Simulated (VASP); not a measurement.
# Re (Fm-3m) in VASP: further runs, part 2 of 2

VASP 6.6.1. Earlier steps stand in the parts before.

## Step 3: Single point, LDA

This run uses another cell than the first one, of 14.12 Å³/atom, 0.985 times its volume.

File INCAR:

```
SYSTEM = Re
ALGO = Normal
EDIFF = 1E-7
ENCUT = 520
ISIF = 2
ISMEAR = 1
LASPH = .TRUE.
LCHARG = .FALSE.
LREAL = .FALSE.
LWAVE = .FALSE.
NBANDS = 10
NELM = 60
PREC = Accurate
SIGMA = 0.1
```

File KPOINTS:

```
k-points
0
G
  11 11 11
  0 0 0
```

File POSCAR:

```
Re
1.0
    0.0000000000      1.9185295955      1.9185295955
    1.9185295955      0.0000000000      1.9185295955
    1.9185295955      1.9185295955      0.0000000000
Re
1
Direct
    0.0000000000      0.0000000000      0.0000000000
```

Potentials or basis: VASP PAW LDA potentials, release 64 (Re).

Started as:

```console
> cat potpaw_LDA.64/Re/POTCAR > POTCAR
> mpirun -np 1 vasp_std > vasp.out
```

OUTCAR:

```text
SYSTEM = Re
   EDIFF = 1E-7
   ENCUT = 520
   ISIF = 2
   ISMEAR = 1
   LASPH = .TRUE.
   LREAL = .FALSE.
   NELM = 60
   PREC = Accurate

 ion  position               nearest neighbor table
   1  0.000  0.000  0.000-

  LATTYP: Found a face centered cubic cell.
 ALAT       =     3.8370591910

  Lattice vectors:

 A1 = (   0.0000000000,   1.9185295955,   1.9185295955)
 A2 = (   1.9185295955,   0.0000000000,   1.9185295955)
 A3 = (   1.9185295955,   1.9185295955,   0.0000000000)

Analysis of symmetry for initial positions (statically):
[... 481 lines left out ...]
      3       6.6134      2.00000
      4       8.2752      2.00000
      5       8.3464      2.00009
      6      12.2520      0.00000
      7      24.0200      0.00000
      8      28.1344      0.00000
      9      29.1073      0.00000
     10      29.4365      0.00000

 [... further k-points ...]
[... 5 lines left out ...]
  --------------------------------------------------------------------------------------
  -------------------------------------------------------------------------------------
  Total        0.7921196      0.7921196      0.7921196      0.0000000     -0.0000000      0.0000000
  in kB       89.8598806     89.8598806     89.8598806      0.0000000     -0.0000000      0.0000000
  external PRESSURE =      89.8598806 kB  Pullay stress =       0.0000000 kB

 VOLUME and BASIS-vectors are now :
 -----------------------------------------------------------------------------
  energy-cutoff  :      520.00
  volume of cell :       14.12
      direct lattice vectors                 reciprocal lattice vectors
     0.000000000  1.918529595  1.918529595    -0.260616256  0.260616256  0.260616256
     1.918529595  0.000000000  1.918529595     0.260616256 -0.260616256  0.260616256
     1.918529595  1.918529595  0.000000000     0.260616256  0.260616256 -0.260616256

 POSITION                                       TOTAL-FORCE (eV/Angst)
 -----------------------------------------------------------------------------------
      0.00000      0.00000      0.00000         0.000000      0.000000      0.000000
 -----------------------------------------------------------------------------------
    total drift:                                0.000000      0.000000     -0.000000

  FREE ENERGIE OF THE ION-ELECTRON SYSTEM (eV)
  ---------------------------------------------------
  free  energy   TOTEN  =       -13.6889686640 eV

  energy  without entropy=      -13.6874215822  energy(sigma->0) =      -13.68845297
```

Wall time 3.2 s (1 thread of Intel Xeon 6975P-C (Granite Rapids), shared host); peak memory 0.12 GiB.

What came out:

```yaml
Free_energy: -13.6890 eV
Pressure: 9.0 GPa
```

Levels at points of the mesh, in eV from the Fermi level:
| k point | band 2 | band 3 | band 4 | band 5 | band 6 | band 7 |
| --- | --- | --- | --- | --- | --- | --- |
| (0.00, 0.00, 0.00) | -2.06 | -2.06 | -2.06 | 1.32 | 1.32 | 13.99 |

Caveat: spin-orbit coupling is left out, which moves the levels of the heavy elements.

## Step 4: Single point, LDA

File INCAR:

```
SYSTEM = Re
PREC = Accurate
ENCUT = 520
EDIFF = 1E-7
ISMEAR = 1
SIGMA = 0.1
LREAL = .FALSE.
LASPH = .TRUE.
NELM = 60
ALGO = Normal
ISIF = 2
LWAVE = .FALSE.
LCHARG = .FALSE.
GGA = CA
NBANDS = 10
```

File KPOINTS:

```
Automatic mesh
0
G
  11 11 11
  0 0 0
```

File POSCAR:

```
Re
1.0
    0.0000000000      1.9282193033      1.9282193033
    1.9282193033      0.0000000000      1.9282193033
    1.9282193033      1.9282193033      0.0000000000
Re
1
Direct
    0.0000000000      0.0000000000      0.0000000000
```

Started as:

```console
> cat potpaw_LDA.64/Re/POTCAR > POTCAR
> mpirun -np 1 vasp_std > vasp.out
```

Run time: 3.5 s. Hardware: 1 thread of Intel Xeon 6975P-C (Granite Rapids), shared host; peak memory 0.12 GiB.

Results (log left out):

```yaml
Free_energy: -13.6967 eV
Pressure: 2.4 GPa
```

Levels at points of the mesh, in eV from the Fermi level:
| k point | band 1 | band 2 | band 3 | band 4 | band 5 | band 6 | band 7 | band 8 | band 9 |
| --- | --- | --- | --- | --- | --- | --- | --- | --- | --- |
| (0.00, 0.00, 0.00) | -10.25 | -2.02 | -2.02 | -2.02 | 1.29 | 1.29 | 13.98 | 19.74 | 19.74 |

Caveat: spin-orbit coupling is left out, which moves the levels of the heavy elements.

## Step 5: Single point, LDA

This run uses another cell than the first one, of 14.55 Å³/atom, 1.015 times its volume.

File INCAR:

```
ALGO = Normal
EDIFF = 1E-6
ENCUT = 520
GGA = CA
ISIF = 2
ISMEAR = 1
LASPH = T
LCHARG = T
LELF = T
LREAL = F
LVHAR = T
LWAVE = F
NBANDS = 10
NELM = 80
PREC = Accurate
SIGMA = 0.1
```

File KPOINTS:

```
k-points
0
Gamma
  11 11 11
```

File POSCAR:

```
Re
1.0
    0.0000000000      1.9378125921      1.9378125921
    1.9378125921      0.0000000000      1.9378125921
    1.9378125921      1.9378125921      0.0000000000
Re
1
Direct
    0.0000000000      0.0000000000      0.0000000000
```

Started as:

```console
> cat potpaw_LDA.64/Re/POTCAR > POTCAR
> mpirun -np 1 vasp_std > vasp.out
```

Run time: 3.4 s. Hardware: 1 thread of Intel Xeon 6975P-C (Granite Rapids), shared host; peak memory 0.12 GiB.

The run converged. Its results:

```
Free energy : -13.6959 eV
Pressure    : -3.7 GPa
```

Levels at points of the mesh, in eV from the Fermi level:
| k point | band 2 | band 3 | band 4 | band 5 | band 6 | band 7 |
| --- | --- | --- | --- | --- | --- | --- |
| (0.00, 0.00, 0.00) | -1.97 | -1.97 | -1.97 | 1.25 | 1.25 | 13.97 |

Caveat: spin-orbit coupling is left out, which moves the levels of the heavy elements.

## Step 6: Relaxation of cell and atoms, LDA

File INCAR:

```
  PREC = Accurate
  ENCUT = 600
  EDIFF = 1E-6
  ISMEAR = 1
  SIGMA = 0.1
  LREAL = False
  LASPH = True
  NELM = 60
  ALGO = Normal
  ISIF = 3
  LWAVE = False
  LCHARG = False
  GGA = CA
  IBRION = 2
  NSW = 80
  EDIFFG = -0.02
```

File KPOINTS:

```
Automatic mesh
0
Gamma
  11 11 11
```

File POSCAR:

```
Re
1.0
    0.0000000000      1.9282193033      1.9282193033
    1.9282193033      0.0000000000      1.9282193033
    1.9282193033      1.9282193033      0.0000000000
Re
1
Direct
    0.0000000000      0.0000000000      0.0000000000
```

Potentials or basis: VASP PAW LDA potentials, release 64 (Re).

Started as:

```console
> cat potpaw_LDA.64/Re/POTCAR > POTCAR
> mpirun -np 1 vasp_std > vasp.out
```

Run time: 12 s. Hardware: 1 thread of Intel Xeon Platinum 8259CL at 2.50GHz (Skylake/Cascade Lake), shared host; peak memory 0.13 GiB.

Results (log left out):

```
Free energy                            : -13.6981 eV
Relaxed volume                         : 14.42 Å³/atom
Relaxed cell                           : a = 2.732 Å, b = 2.732 Å, c = 2.732 Å, α = 60.00°, β = 60.00°, γ = 60.00°
Space group after relaxing (to 0.05 Å) : Fm-3m (No. 225)
Energy gained by relaxing              : 0.7 meV/atom
Ionic steps                            : 3
Pressure after relaxing                : 0.0 GPa
```

The path:
```
step  energy change (eV)  largest force (eV/Å)  pressure (GPa)  volume (Å³)
   1              0.0000                0.0000            2.46        14.34
   2              0.0114                0.0000          -10.03        14.80
   3             -0.0007                0.0000           -0.03        14.42
```

Final structure:
```
Re
1.0
     0.00000    1.93206    1.93206
     1.93206    0.00000    1.93206
     1.93206    1.93206    0.00000
Re
1
Direct
  0.00000 0.00000 0.00000
```

Levels at points of the mesh, in eV from the Fermi level:
```
           k point  band 1  band 2  band 3  band 4  band 5  band 6  band 7
(0.00, 0.00, 0.00)  -10.21   -2.00   -2.00   -2.00    1.27    1.27   13.97
```

Caveat: spin-orbit coupling is left out, which moves the levels of the heavy elements.

## Step 7: The runs side by side

| task | cell | cutoff (eV) | gap on the mesh (eV) | pressure (GPa) |
| --- | --- | --- | --- | --- |
| single point | a = 2.727 Å, angles 60.0°, 1 atom | 520 | none | 2.4 |
| single point | a = 2.713 Å, angles 60.0°, 1 atom | 520 | none | 9.0 |
| single point | a = 2.740 Å, angles 60.0°, 1 atom | 520 | none | -3.7 |
| relaxation of cell and atoms | relaxed from a = 2.727 Å, angles 60.0°, 1 atom | 600 | none | 0.0 |

Alike in all rows: level LDA; potentials or basis VASP PAW LDA potentials, release 64 (Re); no spin polarisation; k mesh 11 × 11 × 11; smearing methfessel-paxton 0.1 eV.

Caveats: spin-orbit coupling is left out, which moves the levels of the heavy elements.

Total energies depend on the potentials used, so only differences within one code and one set of settings carry meaning.
